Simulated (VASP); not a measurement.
# HW8C8 in VASP: further runs, part 2 of 2

VASP 6.6.1. The steps go on from the part before.

### 3 Single point, PBE

Contents of INCAR:

```
  PREC = Accurate
  ENCUT = 520
  EDIFF = 1E-6
  ISMEAR = -1
  SIGMA = 0.05
  LREAL = Auto
  LASPH = T
  NELM = 100
  ALGO = Normal
  ISIF = 2
  LWAVE = F
  LCHARG = F
  GGA = PE
  NBANDS = 86
```

Contents of KPOINTS:

```
regular mesh
0
Gamma
  2 2 1
```

Contents of POSCAR:

```
HW8C8
1.0
    5.7958000000      0.0000000000      0.0000000000
    0.0000000000      5.6578000000      0.0000000000
    0.0000000000      0.0000000000     17.1827580000
W C H
8 8 1
Direct
    0.0000000000      0.0000000000      0.0581978749
    0.2430035543      0.0306126056      0.2108159819
    0.0000000000      0.5000000000      0.0581978749
    0.2149315021      0.5209091873      0.2065326183
    0.5000000000      0.0000000000      0.0581978749
    0.7300976569      0.0027926049      0.2039835514
    0.5000000000      0.5000000000      0.0581978749
    0.7607232824      0.4956873696      0.2081272401
   -0.0258463025      0.2721022305      0.1567559760
    0.3801891025      0.3443741384      0.2967742431
   -0.0502260257      0.7534023826      0.1458787931
    0.0111287484      0.8355544558      0.2756542343
    0.5043479761      0.2570433737      0.1440455601
    0.5586286621      0.1992293824      0.2861356716
    0.4778287726      0.7483120648      0.1602827672
    0.8145898754      0.7283749867      0.2994629849
   -0.2662445219      0.8033688006      0.3507644116
```

Potentials or basis: VASP PAW PBE potentials, release 64 (W_sv, C, H).

Launch:

```bash
cat potpaw_PBE.64/W_sv/POTCAR potpaw_PBE.64/C/POTCAR potpaw_PBE.64/H/POTCAR > POTCAR
mpirun -np 1 vasp_std > vasp.out
```

OUTCAR:

```text
PREC = Accurate
   ENCUT = 520
   EDIFF = 1E-6
   ISMEAR = -1
   LREAL = Auto
   LASPH = T
   NELM = 100
   ISIF = 2
   GGA = PE

 ion  position               nearest neighbor table
   1  0.000  0.000  0.058-  11 2.07   9 2.29   3 2.83   3 2.83   5 2.90   5 2.90   6 2.95   2 2.98

   2  0.243  0.031  0.211-  12 2.07  15 2.27   9 2.27  13 2.29  14 2.44  10 2.44  11 2.57   4 2.78
                             6 2.83   4 2.89   6 2.98   1 2.98   5 3.02
   3  0.000  0.500  0.058-  11 2.10   9 2.13   1 2.83   1 2.83   4 2.84   7 2.90   7 2.90   8 2.93

   4  0.215  0.521  0.207-  10 2.08  15 2.15   9 2.16  11 2.28  12 2.44  13 2.49   8 2.64   2 2.78
                             3 2.84   2 2.89   7 3.04   8 3.17
   5  0.500  0.000  0.058-  13 2.07  15 2.26   7 2.83   7 2.83   6 2.84   1 2.90   1 2.90   2 3.02

   6  0.730  0.003  0.204-  14 2.05  11 2.15  15 2.19  13 2.20   9 2.23  12 2.25  16 2.31   8 2.80
                             2 2.83   5 2.84   8 2.88   1 2.95   2 2.98
   7  0.500  0.500  0.058-  13 2.02  15 2.25   5 2.83   5 2.83   3 2.90   3 2.90   8 2.99   4 3.04

   8  0.761  0.496  0.208-   9 1.98  16 2.07  11 2.11  13 2.29  15 2.33  14 2.45   4 2.64  12 2.67
                             6 2.80   6 2.88   3 2.93   7 2.99   4 3.17
   9  0.974  0.272  0.157-   8 1.98   3 2.13   4 2.16   6 2.23   2 2.27   1 2.29
  10  0.380  0.344  0.297-  14 1.33   4 2.08   2 2.44
  11  0.950  0.753  0.146-   1 2.07   3 2.10   8 2.11   6 2.15   4 2.28   2 2.57
  12  0.011  0.836  0.276-  16 1.35   2 2.07   6 2.25   4 2.44   8 2.67
  13  0.504  0.257  0.144-   7 2.02   5 2.07   6 2.20   8 2.29   2 2.29   4 2.49
  14  0.559  0.199  0.286-  10 1.33   6 2.05   2 2.44   8 2.45
  15  0.478  0.748  0.160-   4 2.15   6 2.19   7 2.25   5 2.26   2 2.27   8 2.33
  16  0.815  0.728  0.299-  17 1.08  12 1.35   8 2.07   6 2.31
  17  0.734  0.803  0.351-  16 1.08

  LATTYP: Found a simple orthorhombic cell.
 ALAT       =     5.6578000000
 B/A-ratio  =     1.0243911061
 C/A-ratio  =     3.0370034289

  Lattice vectors:

 A1 = (   0.0000000000,  -5.6578000000,   0.0000000000)
 A2 = (   5.7958000000,   0.0000000000,   0.0000000000)
 A3 = (   0.0000000000,   0.0000000000,  17.1827580000)

Analysis of symmetry for initial positions (statically):
=====================================================================
 Subroutine PRICEL returns:
 Original cell was already a primitive cell.

 Routine SETGRP: Setting up the symmetry group for a
 simple orthorhombic supercell.

 Subroutine GETGRP returns: Found  1 space group operations
 (whereof  1 operations were pure point group operations)
 out of a pool of  8 trial point group operations.

The static configuration has the point symmetry C_1 .

Analysis of symmetry for dynamics (positions and initial velocities):
=====================================================================
 Subroutine PRICEL returns:
 Original cell was already a primitive cell.

 Routine SETGRP: Setting up the symmetry group for a
 simple orthorhombic supercell.

 Subroutine GETGRP returns: Found  1 space group operations
 (whereof  1 operations were pure point group operations)
 out of a pool of  8 trial point group operations.

The dynamic configuration has the point symmetry C_1 .

 Subroutine INISYM returns: Found  1 space group operations
 (whereof  1 operations are pure point group operations),
 and found     1 'primitive' translations

----------------------------------------------------------------------------------------

                                     Primitive cell

  volume of cell :     563.4480

[... 80 lines left out ...]
   number of dos      NEDOS =    301   number of ions     NIONS =     17
   total plane-waves  NPLWV = 258048
   dimension x,y,z NGX =    48 NGY =   42 NGZ =  128
   dimension x,y,z NGXF=    96 NGYF=   84 NGZF=  256
   ions per type =               8   8   1
   NGX,Y,Z   is equivalent  to a cutoff of  13.77, 12.34, 12.38 a.u.
   NGXF,Y,Z  is equivalent  to a cutoff of  27.54, 24.68, 24.77 a.u.
 SYSTEM =  unknown system
   PREC   = accura    normal or accurate (medium, high low for compatibility)
   ISTART =      0    job   : 0-new  1-cont  2-samecut
   ICHARG =      2    charge: 1-file 2-atom 10-const
   ISPIN  =      1    spin polarized calculation?
   LNONCOLLINEAR =      F non collinear calculations
   LSORBIT =      F    spin-orbit coupling
   LASPH  =      T    aspherical Exc in radial PAW
   ENCUT  =  520.0 eV  38.22 Ry    6.18 a.u.  10.78 10.52 31.95*2*pi/ulx,y,z
   NELM   =    100;   NELMIN=  2; NELMDL= -5     # of ELM steps
   EDIFF  = 0.1E-05   stopping-criterion for ELM
   LREAL  =      T    real-space projection
   EDIFFG = 0.1E-04   stopping-criterion for IOM
   NSW    =      0    number of steps for IOM
   IBRION =     -1    ionic relax: 0-MD 1-quasi-New 2-CG
   NFREE  =      0    steps in history (QN), initial steepest desc. (CG)
   ISIF   =      2    stress and relaxation
   ISYM   =      2    0-nonsym 1-usesym 2-fastsym
   POTIM  = 0.5000    time-step for ionic-motion
   TEBEG  =    0.0;   TEEND  =   0.0 temperature during run
   PSTRESS=    0.0 pullay stress
   NELECT =     145.0000    total number of electrons
   NUPDOWN=      -1.0000    fix difference up-down
   EMIN   =  10.00;   EMAX   =-10.00  energy-range for DOS
   EFERMI =   0.00;   METHOD = LEGACY
   ISMEAR =    -1;   SIGMA  =   0.05  broadening in eV -4-tet -1-fermi 0-gaus
   EFERMI_NEDOS =   21; number of points for ismear=-14 and -15
   IALGO  =     38    algorithm
   IMIX   =      4    mixing-type and parameters
     AMIX     =   0.40;   BMIX     =  1.00
     AMIX_MAG =   1.60;   BMIX_MAG =  1.00
  volume/ion in A,a.u.               =      33.14       223.67
  Fermi-wavevector in a.u.,A,eV,Ry     =   1.041309  1.967788 14.753124  1.084324
  Thomas-Fermi vector in A             =   2.175924
   LORBIT       =      0    0 simple, 1 ext, 2 COOP (PROOUT), +10 PAW based schemes
   GGA     = PE    functional components
   LHFCALC =     F    Hartree Fock is set to
   AEXX    =    0.0000 exact exchange contribution
   IVDW    =     0    specifies the selected vdW correction
   LEPSILON=     F    determine dielectric tensor
   LRPA    =     F    only Hartree local field effects (RPA)
 non-spin polarized calculation
  energy-cutoff  :      520.00
  volume of cell :      563.45
 maximum number of plane-waves:     15166
 NGX is ok and might be reduce to    48
   NGX = 21   NGY = 21   NGZ = 63

 number of electron     144.9999992 magnetization

 Free energy of the ion-electron system (eV)
  ---------------------------------------------------
  ext. energy  EPLUGINS =         0.00000000
  ---------------------------------------------------
  free energy    TOTEN  =      -162.96847762 eV

  energy without entropy =     -162.87609207  energy(sigma->0) =     -162.92228484

 E-fermi :   0.2367     XC(G=0):  -5.4457

 val. band max:        0.2071302297   @ k =   0.5000   0.0000   0.0000
 cond. band min:       0.2430983380   @ k =   0.0000   0.5000   0.0000
 fundamental gap:      0.0359681083
 Fermi energy:         0.2366665478

 k-point     1 :       0.0000    0.0000    0.0000
  band No.  band energies     occupation
      1     -74.6021      2.00000
      2     -74.4365      2.00000
      3     -74.3436      2.00000
      4     -74.2771      2.00000
      5     -74.0005      2.00000
      6     -73.9680      2.00000
[... 337 lines left out ...]
     83       1.2580      0.00000
     84       1.8300      0.00000
 [bands above 84 left out]

------------------------ aborting loop because EDIFF is reached ----------------------------------------

  FORCE on cell =-STRESS in cart. coord.  units (eV):
  Direction    XX          YY          ZZ          XY          YZ          ZX
  --------------------------------------------------------------------------------------
  -------------------------------------------------------------------------------------
  Total       -9.1435672     -5.2528676     -3.9544974     -2.2266294     -1.0811486      1.2369034
  in kB      -25.9999426    -14.9366493    -11.2447039     -6.3314715     -3.0742708      3.5171632
  external PRESSURE =     -17.3937652 kB  Pullay stress =       0.0000000 kB

 VOLUME and BASIS-vectors are now :
 -----------------------------------------------------------------------------
  energy-cutoff  :      520.00
  volume of cell :      563.45
      direct lattice vectors                 reciprocal lattice vectors
     5.795800000  0.000000000  0.000000000     0.172538735  0.000000000  0.000000000
     0.000000000  5.657800000  0.000000000     0.000000000  0.176747146  0.000000000
     0.000000000  0.000000000 17.182758000     0.000000000  0.000000000  0.058197875

 POSITION                                       TOTAL-FORCE (eV/Angst)
 -----------------------------------------------------------------------------------
      0.00000      0.00000      1.00000        -0.032389      0.161335      1.728601
      1.40840      0.17320      3.62240        -0.080295     -0.740448     -0.324533
      0.00000      2.82890      1.00000        -0.466145      0.148510      0.482280
      1.24570      2.94720      3.54880         2.205136      0.423045     -0.591780
      2.89790      0.00000      1.00000        -0.104045     -0.132266      0.718513
      4.23150      0.01580      3.50500         0.291347     -0.024516     -0.723792
[... 9 lines left out ...]
      4.72120      4.12100      5.14560        -0.652832      0.506871      0.885399
      4.25270      4.54530      6.02710        -0.482912     -0.539487      0.544460
 -----------------------------------------------------------------------------------
    total drift:                               -0.012276     -0.007716      0.003780

  FREE ENERGIE OF THE ION-ELECTRON SYSTEM (eV)
  ---------------------------------------------------
  free  energy   TOTEN  =      -162.9684776186 eV

  energy  without entropy=     -162.8760920692  energy(sigma->0) =     -162.92228484
```

Run time: 11 min. Hardware: 1 thread of AMD EPYC 7R13, shared host; peak memory 0.58 GiB.

What came out:

- Free energy: -162.9685 eV
- Largest force: 5.779 eV/Å
- Band gap on the k mesh: zero (an odd number of electrons rules out a gap without spin polarisation)

Forces on the atoms (eV/Å):
```
W   -0.032  0.161  1.729
W   -0.080 -0.740 -0.325
W   -0.466  0.149  0.482
W    2.205  0.423 -0.592
W   -0.104 -0.132  0.719
W    0.291 -0.025 -0.724
W   -0.740  0.584  0.926
W   -5.776  0.174 -0.042
C    2.420 -2.553 -1.506
C    0.880 -0.428 -0.433
C    1.517  0.149 -1.302
C    3.122  0.827 -0.308
C   -0.678  0.390  0.237
C   -1.413  0.162  0.765
C   -0.011  0.891 -1.055
C   -0.653  0.507  0.885
H   -0.483 -0.539  0.544
```

Levels at points of the mesh, in eV from the Fermi level:
```tsv
k point	band 68	band 69	band 70	band 71	band 72	band 73	band 74	band 75	band 76	band 77
(0.00, 0.00, 0.00)	-0.66	-0.48	-0.34	-0.03	0.15	0.36	0.67	0.80	1.05	1.41
(0.50, 0.00, 0.00)	-0.99	-0.83	-0.28	-0.25	-0.10	-0.03	0.26	0.31	0.70	0.84
(0.00, 0.50, 0.00)	-1.29	-1.09	-0.58	-0.49	-0.21	0.01	0.26	0.30	0.71	0.82
(0.50, 0.50, 0.00)	-1.29	-1.15	-0.64	-0.59	-0.37	-0.26	-0.16	0.03	0.29	0.42
```

Caveat: the k points lie up to 0.56 Å⁻¹ apart, too coarse for converged energies and pressures of a metal; the atoms stand as in a frame of molecular dynamics; spin-orbit coupling is left out, which moves the levels of the heavy elements.
